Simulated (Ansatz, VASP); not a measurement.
One calculation of HfTe4, two programs

INCAR

```
PREC = Accurate
ENCUT = 500
EDIFF = 1E-7
ISMEAR = 0
SIGMA = 0.1
LREAL = False
LASPH = True
NELM = 120
ALGO = Normal
ISIF = 3
LWAVE = False
LCHARG = False
GGA = PE
IBRION = 2
NSW = 100
EDIFFG = -0.01
GGA_COMPAT = False
NELMIN = 4
```

Contents of KPOINTS:

```
regular mesh
0
Gamma
  8 8 8
```

Contents of POSCAR:

```
HfTe4
1.0
    5.5969718632      0.0000000000      0.0000000000
    0.0000000000      5.5969718632      0.0000000000
    0.0000000000      0.0000000000      5.5969718632
Hf Te
1 4
Direct
    0.5000000000      0.5000000000      0.5000000000
    0.7807736404      0.7807736404      0.7807736404
    0.2192263596      0.2192263596      0.7807736404
    0.2192263596      0.7807736404      0.2192263596
    0.7807736404      0.2192263596      0.2192263596
```

Input for Ansatz:

```yaml
crystal:
  lattice:
    - [5.5969718632, 0.0, 0.0]
    - [0.0, 5.5969718632, 0.0]
    - [0.0, 0.0, 5.5969718632]
  atoms:
    - { symbol: Hf, position: [0.5, 0.5, 0.5] }
    - { symbol: Te, position: [0.7807736404, 0.7807736404, 0.7807736404] }
    - { symbol: Te, position: [0.2192263596, 0.2192263596, 0.7807736404] }
    - { symbol: Te, position: [0.2192263596, 0.7807736404, 0.2192263596] }
    - { symbol: Te, position: [0.7807736404, 0.2192263596, 0.2192263596] }
basis:
  ecutwfc: 420
kpoints:
  mp_grid: { grid: [8, 8, 8] }
hamiltonian:
  xc: pbe
scf:
  occupations: { method: gaussian, width: 0.1 }
output:
  forces: true
  stress: true
  eigenvalues: true
relax:
  adjacent_minimum: "off"
  f_tol: 0.01
  max_steps: 80
  cell: { stress_tol: 0.05 }
```

Alike in both runs: task relaxation of cell and atoms; functional PBE; k mesh 8 × 8 × 8; occupations gaussian, width 0.1 eV; no spin polarisation.

```csv
,VASP,Ansatz
version,VASP 6.6.1,Ansatz 0.2.0
potentials or method,"VASP PAW PBE potentials, release 64 (Hf_pv, Te), cutoff 500 eV","scalar-relativistic, plane waves, PAW"
valence electrons in the cell,34,90
```

|  | VASP | Ansatz | Ansatz less VASP |
| --- | --- | --- | --- |
| gap on the k mesh at the Fermi level, each at its own relaxed structure (eV) | none | none | - |
| relaxed volume (Å³/atom) | 35.07 | 35.21 | +0.143 |
| relaxed cell length with the largest relative difference (Å) | 5.597 | 5.605 | +0.0076 |

A gap of «none» marks a metal or a gap that the smearing closes. VASP's potentials hold 34 valence electrons a cell and Ansatz's 90, so a difference there can come from the potentials and not from the codes.

Neither program's run includes spin-orbit coupling. Noted on VASP's run: the relaxation stopped at its first step, so nothing moved.
